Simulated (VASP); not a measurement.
# ScIn4 (Pm-3m) in VASP: further runs

ScIn4 is run at these levels: PBE; tasks: single point.

Program: VASP 6.6.1. These are calculated values, not measurements. Logs are shortened: lines on timing, memory, paths and dates and some standing lists are left out, and cuts for length are marked.

## (1) The cell of the first run

Symmetry: Pm-3m, No. 221, cubic system. Conventional cell: a = 5.287 Å, b = 5.287 Å, c = 5.287 Å, α = 90.00°, β = 90.00°, γ = 90.00°. Sc (site symmetry m-3m) has 6 In at 2.64 Å within 3.5 Å. In (site symmetry 4/mmm) has 2 Sc at 2.64 Å within 3.5 Å. In (site symmetry m-3m) has 12 In at 3.74 Å and 8 Sc at 4.58 Å within 4.9 Å.

The cell was generated, and may not be a known phase.

## (2) Single point, PBE

The input, INCAR:

```
SYSTEM = ScIn4
  PREC = Accurate
  ENCUT = 520
  EDIFF = 1E-6
  ISMEAR = 0
  SIGMA = 0.1
  LREAL = .FALSE.
  LASPH = .TRUE.
  NELM = 80
  ALGO = Fast
  ISIF = 2
  LWAVE = .FALSE.
  LCHARG = .FALSE.
  GGA = PE
  NBANDS = 40
```

The input, KPOINTS:

```
Automatic mesh
0
G
  4 4 4
  0 0 0
```

The input, POSCAR:

```
ScIn4
1.0
    5.2867553200      0.0000000000      0.0000000000
    0.0000000000      5.2867553200      0.0000000000
    0.0000000000      0.0000000000      5.2867553200
Sc In
1 4
Direct
    0.0000000000      0.0000000000      0.0000000000
    0.5000000000      0.0000000000      0.0000000000
    0.0000000000      0.5000000000      0.0000000000
    0.0000000000      0.0000000000      0.5000000000
    0.5000000000      0.5000000000      0.5000000000
```

Potentials or basis: VASP PAW PBE potentials, release 64 (Sc_sv, In_d).

On the command line:

```
> cat potpaw_PBE.64/Sc_sv/POTCAR potpaw_PBE.64/In_d/POTCAR > POTCAR
> mpirun -np 1 vasp_std > vasp.out
```

OUTCAR:

```text
SYSTEM = ScIn4
   PREC = Accurate
   ENCUT = 520
   EDIFF = 1E-6
   ISMEAR = 0
   LREAL = .FALSE.
   LASPH = .TRUE.
   NELM = 80
   ISIF = 2
   GGA = PE

 ion  position               nearest neighbor table
   1  0.000  0.000  0.000-   2 2.64   3 2.64   4 2.64   4 2.64   3 2.64   2 2.64
   2  0.500  0.000  0.000-   1 2.64   1 2.64   4 3.74   5 3.74   4 3.74   5 3.74   3 3.74   5 3.74
                             5 3.74   3 3.74   3 3.74   4 3.74   4 3.74   3 3.74
   3  0.000  0.500  0.000-   1 2.64   1 2.64   4 3.74   5 3.74   4 3.74   5 3.74   2 3.74   2 3.74
                             4 3.74   4 3.74   2 3.74   5 3.74   5 3.74   2 3.74
   4  0.000  0.000  0.500-   1 2.64   1 2.64   3 3.74   5 3.74   2 3.74   2 3.74   3 3.74   3 3.74
                             5 3.74   3 3.74   2 3.74   5 3.74   2 3.74   5 3.74
   5  0.500  0.500  0.500-   2 3.74   3 3.74   4 3.74   2 3.74   3 3.74   2 3.74   4 3.74   2 3.74
                             3 3.74   4 3.74   3 3.74   4 3.74

  LATTYP: Found a simple cubic cell.
 ALAT       =     5.2867553200

  Lattice vectors:

 A1 = (   5.2867553200,   0.0000000000,   0.0000000000)
 A2 = (   0.0000000000,   5.2867553200,   0.0000000000)
 A3 = (   0.0000000000,   0.0000000000,   5.2867553200)

Analysis of symmetry for initial positions (statically):
=====================================================================
 Subroutine PRICEL returns:
 Original cell was already a primitive cell.

 Routine SETGRP: Setting up the symmetry group for a
 simple cubic supercell.

 Subroutine GETGRP returns: Found 48 space group operations
 (whereof 48 operations were pure point group operations)
 out of a pool of 48 trial point group operations.

The static configuration has the point symmetry O_h .

Analysis of symmetry for dynamics (positions and initial velocities):
=====================================================================
 Subroutine PRICEL returns:
 Original cell was already a primitive cell.

 Routine SETGRP: Setting up the symmetry group for a
 simple cubic supercell.

 Subroutine GETGRP returns: Found 48 space group operations
 (whereof 48 operations were pure point group operations)
 out of a pool of 48 trial point group operations.

The dynamic configuration has the point symmetry O_h .

 Subroutine INISYM returns: Found 48 space group operations
 (whereof 48 operations are pure point group operations),
 and found     1 'primitive' translations

----------------------------------------------------------------------------------------

                                     Primitive cell

  volume of cell :     147.7637

  direct lattice vectors                    reciprocal lattice vectors
     5.286755320  0.000000000  0.000000000     0.189151935  0.000000000  0.000000000
     0.000000000  5.286755320  0.000000000     0.000000000  0.189151935  0.000000000
     0.000000000  0.000000000  5.286755320     0.000000000  0.000000000  0.189151935

  length of vectors
     5.286755320  5.286755320  5.286755320     0.189151935  0.189151935  0.189151935

  position of ions in fractional coordinates (direct lattice)
     0.000000000  0.000000000  0.000000000
     0.500000000  0.000000000  0.000000000
     0.000000000  0.500000000  0.000000000
     0.000000000  0.000000000  0.500000000
     0.500000000  0.500000000  0.500000000

  ion indices of the primitive-cell ions
   primitive index   ion index
                 1           1
                 2           2
                 3           3
                 4           4
                 5           5

----------------------------------------------------------------------------------------

 KPOINTS: Automatic mesh

Automatic generation of k-mesh.
 Grid dimensions read from file:
 generate k-points for:    4    4    4

 Generating k-lattice:

  Cartesian coordinates                     Fractional coordinates (reciprocal lattice)
     0.047287984  0.000000000  0.000000000     0.250000000  0.000000000  0.000000000
     0.000000000  0.047287984  0.000000000     0.000000000  0.250000000  0.000000000
     0.000000000  0.000000000  0.047287984     0.000000000  0.000000000  0.250000000

  Length of vectors
     0.047287984  0.047287984  0.047287984

  Shift w.r.t. Gamma in fractional coordinates (k-lattice)
     0.000000000  0.000000000  0.000000000

 Subroutine IBZKPT returns following result:
 ===========================================

 Found     10 irreducible k-points:

 Following reciprocal coordinates:
            Coordinates               Weight
  0.000000  0.000000  0.000000      1.000000
  0.250000  0.000000  0.000000      6.000000
  0.500000  0.000000  0.000000      3.000000
  0.250000  0.250000  0.000000     12.000000
  0.500000  0.250000  0.000000     12.000000
  0.500000  0.500000  0.000000      3.000000
  0.250000  0.250000  0.250000      8.000000
  0.500000  0.250000  0.250000     12.000000
  0.500000  0.500000  0.250000      6.000000
  0.500000  0.500000  0.500000      1.000000
   k-points           NKPTS =     10   k-points in BZ     NKDIM =     10   number of bands    NBANDS=     40
   number of dos      NEDOS =    301   number of ions     NIONS =      5
   total plane-waves  NPLWV =  64000
   dimension x,y,z NGX =    40 NGY =   40 NGZ =   40
   dimension x,y,z NGXF=    80 NGYF=   80 NGZF=   80
   ions per type =               1   4
   NGX,Y,Z   is equivalent  to a cutoff of  12.58, 12.58, 12.58 a.u.
   NGXF,Y,Z  is equivalent  to a cutoff of  25.16, 25.16, 25.16 a.u.
 SYSTEM =  ScIn4
   PREC   = accura    normal or accurate (medium, high low for compatibility)
   ISTART =      0    job   : 0-new  1-cont  2-samecut
   ICHARG =      2    charge: 1-file 2-atom 10-const
   ISPIN  =      1    spin polarized calculation?
   LNONCOLLINEAR =      F non collinear calculations
   LSORBIT =      F    spin-orbit coupling
   LASPH  =      T    aspherical Exc in radial PAW
   ENCUT  =  520.0 eV  38.22 Ry    6.18 a.u.   9.83  9.83  9.83*2*pi/ulx,y,z
   NELM   =     80;   NELMIN=  2; NELMDL= -5     # of ELM steps
   EDIFF  = 0.1E-05   stopping-criterion for ELM
   LREAL  =      F    real-space projection
   EDIFFG = 0.1E-04   stopping-criterion for IOM
   NSW    =      0    number of steps for IOM
   IBRION =     -1    ionic relax: 0-MD 1-quasi-New 2-CG
   NFREE  =      0    steps in history (QN), initial steepest desc. (CG)
   ISIF   =      2    stress and relaxation
   ISYM   =      2    0-nonsym 1-usesym 2-fastsym
   POTIM  = 0.5000    time-step for ionic-motion
   TEBEG  =    0.0;   TEEND  =   0.0 temperature during run
   PSTRESS=    0.0 pullay stress
   NELECT =      63.0000    total number of electrons
   NUPDOWN=      -1.0000    fix difference up-down
   EMIN   =  10.00;   EMAX   =-10.00  energy-range for DOS
   EFERMI =   0.00;   METHOD = LEGACY
   ISMEAR =     0;   SIGMA  =   0.10  broadening in eV -4-tet -1-fermi 0-gaus
   EFERMI_NEDOS =   21; number of points for ismear=-14 and -15
   IALGO  =     68    algorithm
   IMIX   =      4    mixing-type and parameters
     AMIX     =   0.40;   BMIX     =  1.00
     AMIX_MAG =   1.60;   BMIX_MAG =  1.00
  volume/ion in A,a.u.               =      29.55       199.43
  Fermi-wavevector in a.u.,A,eV,Ry     =   1.232156  2.328438 20.656490  1.518209
  Thomas-Fermi vector in A             =   2.366938
   LORBIT       =      0    0 simple, 1 ext, 2 COOP (PROOUT), +10 PAW based schemes
   GGA     = PE    functional components
   LHFCALC =     F    Hartree Fock is set to
   AEXX    =    0.0000 exact exchange contribution
   IVDW    =     0    specifies the selected vdW correction
   LEPSILON=     F    determine dielectric tensor
   LRPA    =     F    only Hartree local field effects (RPA)
 non-spin polarized calculation
 RMM-DIIS sequential band-by-band and
 Gauss-broadening in eV      SIGMA  =   0.10
  energy-cutoff  :      520.00
  volume of cell :      147.76
 maximum number of plane-waves:      4012
 NGX is ok and might be reduce to    40
   NGX = 19   NGY = 19   NGZ = 19

 number of electron      63.0000072 magnetization

 Free energy of the ion-electron system (eV)
  ---------------------------------------------------
  ext. energy  EPLUGINS =         0.00000000
  ---------------------------------------------------
  free energy    TOTEN  =       -13.83179991 eV

  energy without entropy =      -13.79706149  energy(sigma->0) =      -13.81443070

 E-fermi :   5.0032     XC(G=0):  -9.4127

 val. band max:        4.9584334585   @ k =   0.5000   0.0000   0.0000
 cond. band min:       5.0663702698   @ k =   0.5000   0.2500   0.0000
 fundamental gap:      0.1079368114
 Fermi energy:         5.0032462435

 k-point     1 :       0.0000    0.0000    0.0000
  band No.  band energies     occupation
      1     -43.8389      2.00000
      2     -22.6133      2.00000
      3     -22.6133      2.00000
      4     -22.6133      2.00000
      5      -9.4368      2.00000
      6      -9.3805      2.00000
[... 32 lines left out ...]
     39       8.3353      0.00000
     40       8.3466      0.00000

 k-point     2 :       0.2500    0.0000    0.0000
  band No.  band energies     occupation
      1     -43.8385      2.00000
      2     -22.6253      2.00000
      3     -22.6137      2.00000
      4     -22.6137      2.00000
      5      -9.4216      2.00000
      6      -9.3788      2.00000
[... 32 lines left out ...]
     39       8.9231      0.00000
     40       8.9305      0.00000

 k-point     3 :       0.5000    0.0000    0.0000
  band No.  band energies     occupation
      1     -43.8382      2.00000
      2     -22.6372      2.00000
      3     -22.6141      2.00000
      4     -22.6141      2.00000
      5      -9.4160      2.00000
      6      -9.3771      2.00000
[... 251 lines left out ...]
  band No.  band energies     occupation
      1     -43.8370      2.00000
      2     -22.6383      2.00000
      3     -22.6383      2.00000
      4     -22.6268      2.00000
      5      -9.3456      2.00000
      6      -9.2909      2.00000
[... 32 lines left out ...]
     39       9.9390      0.00000
     40      10.1983      0.00000

 k-point    10 :       0.5000    0.5000    0.5000
  band No.  band energies     occupation
      1     -43.8367      2.00000
      2     -22.6386      2.00000
      3     -22.6386      2.00000
      4     -22.6386      2.00000
      5      -9.2940      2.00000
      6      -9.2940      2.00000
[... 32 lines left out ...]
     39      11.4352      0.00000
     40      11.4353      0.00000

------------------------ aborting loop because EDIFF is reached ----------------------------------------

  FORCE on cell =-STRESS in cart. coord.  units (eV):
  Direction    XX          YY          ZZ          XY          YZ          ZX
  --------------------------------------------------------------------------------------
  -------------------------------------------------------------------------------------
  Total        6.5769056      6.5769056      6.5769056      0.0000000      0.0000000     -0.0000000
  in kB       71.3123182     71.3123182     71.3123182      0.0000000      0.0000000     -0.0000000
  external PRESSURE =      71.3123182 kB  Pullay stress =       0.0000000 kB

 VOLUME and BASIS-vectors are now :
 -----------------------------------------------------------------------------
  energy-cutoff  :      520.00
  volume of cell :      147.76
      direct lattice vectors                 reciprocal lattice vectors
     5.286755320  0.000000000  0.000000000     0.189151935  0.000000000  0.000000000
     0.000000000  5.286755320  0.000000000     0.000000000  0.189151935  0.000000000
     0.000000000  0.000000000  5.286755320     0.000000000  0.000000000  0.189151935

 POSITION                                       TOTAL-FORCE (eV/Angst)
 -----------------------------------------------------------------------------------
      0.00000      0.00000      0.00000         0.000000      0.000000      0.000000
      2.64338      0.00000      0.00000         0.000000      0.000000      0.000000
      0.00000      2.64338      0.00000         0.000000      0.000000      0.000000
      0.00000      0.00000      2.64338         0.000000      0.000000      0.000000
      2.64338      2.64338      2.64338         0.000000      0.000000      0.000000
 -----------------------------------------------------------------------------------
    total drift:                                0.000000      0.000000     -0.000000

  FREE ENERGIE OF THE ION-ELECTRON SYSTEM (eV)
  ---------------------------------------------------
  free  energy   TOTEN  =       -13.8317999148 eV

  energy  without entropy=      -13.7970614931  energy(sigma->0) =      -13.81443070
```

Run time: 39 s. Hardware: 1 thread of Intel Xeon 6975P-C (Granite Rapids), shared host; peak memory 0.25 GiB.

Results:

| Property | Result |
| --- | --- |
| Free energy | -13.8318 eV |
| Pressure | 7.1 GPa |
| Band gap on the k mesh | zero (an odd number of electrons rules out a gap without spin polarisation) |

Levels at points of the mesh, in eV from the Fermi level:
```
           k point  band 27  band 28  band 29  band 30  band 31  band 32  band 33  band 34  band 35  band 36
(0.00, 0.00, 0.00)    -3.65    -2.59    -1.34    -1.34    -1.34     1.71     1.71     1.71     3.22     3.22
(0.50, 0.00, 0.00)    -3.52    -2.37    -0.34    -0.34    -0.33    -0.04    -0.04     1.68     1.73     2.40
(0.50, 0.50, 0.00)    -4.87    -4.58    -1.00    -0.05     0.18     0.23     0.23     1.10     1.10     1.19
(0.50, 0.50, 0.50)    -4.25    -3.79    -2.78    -2.33    -2.33    -2.33     0.19     0.19     2.46     2.46
```

Caveat: the cell stands under pressure; spin-orbit coupling is left out, which moves the levels of the heavy elements.

## (3) Single point, PBE

This run uses another cell than the first one, of 35.60 Å³/atom.

The input, INCAR:

```
SYSTEM = ScIn4
PREC     = Accurate       ! precision mode
ENCUT    = 520            ! plane-wave cutoff, eV
EDIFF    = 1E-7           ! SCF threshold, eV
ISMEAR   = 0              ! smearing method
SIGMA    = 0.1            ! smearing width, eV
LREAL    = .FALSE.        ! projectors in reciprocal space
LASPH    = .TRUE.         ! aspherical terms in the spheres
NELM     = 100            ! most SCF steps
ALGO     = Fast           ! electronic algorithm
ISIF     = 2              ! what is computed and relaxed
LWAVE    = .FALSE.        ! write WAVECAR
LCHARG   = .FALSE.        ! write CHGCAR
GGA      = PE             ! functional
NBANDS   = 40             ! bands
```

KPOINTS is that of step 2.

POSCAR, as its differences from that of step 2:

```diff
@@ -2,5 +2,5 @@
 1.0
-    5.2867553200      0.0000000000      0.0000000000
-    0.0000000000      5.2867553200      0.0000000000
-    0.0000000000      0.0000000000      5.2867553200
+    5.6253253142      0.0000000000      0.0000000000
+    0.0000000000      5.6253253142      0.0000000000
+    0.0000000000      0.0000000000      5.6253253142
 Sc In
```

Potentials or basis: VASP PAW PBE potentials, release 64 (Sc_sv, In_d).

On the command line:

```
> cat potpaw_PBE.64/Sc_sv/POTCAR potpaw_PBE.64/In_d/POTCAR > POTCAR
> mpirun -np 1 vasp_std > vasp.out
```

Run time: 66 s. Hardware: 1 thread of Intel Xeon 6975P-C (Granite Rapids), shared host; peak memory 0.28 GiB.

The run converged. Its results:

| Item | Value |
| --- | --- |
| Free energy | -14.4496 eV |
| Pressure | 0.3 GPa |
| Band gap on the k mesh | zero (an odd number of electrons rules out a gap without spin polarisation) |

Levels at points of the mesh, in eV from the Fermi level:
```
           k point  band 29  band 30  band 31  band 32  band 33  band 34
(0.00, 0.00, 0.00)    -1.14    -1.14    -1.14     1.50     1.50     1.50
(0.50, 0.00, 0.00)    -0.41    -0.17    -0.17    -0.13    -0.13     1.53
(0.50, 0.50, 0.00)    -1.11    -0.18     0.13     0.32     0.32     0.79
(0.50, 0.50, 0.50)    -2.68    -1.83    -1.83    -1.83     0.14     0.14
```

Caveat: spin-orbit coupling is left out, which moves the levels of the heavy elements.

The gap in the log of VASP goes by the Fermi energy; the results here count the filled bands.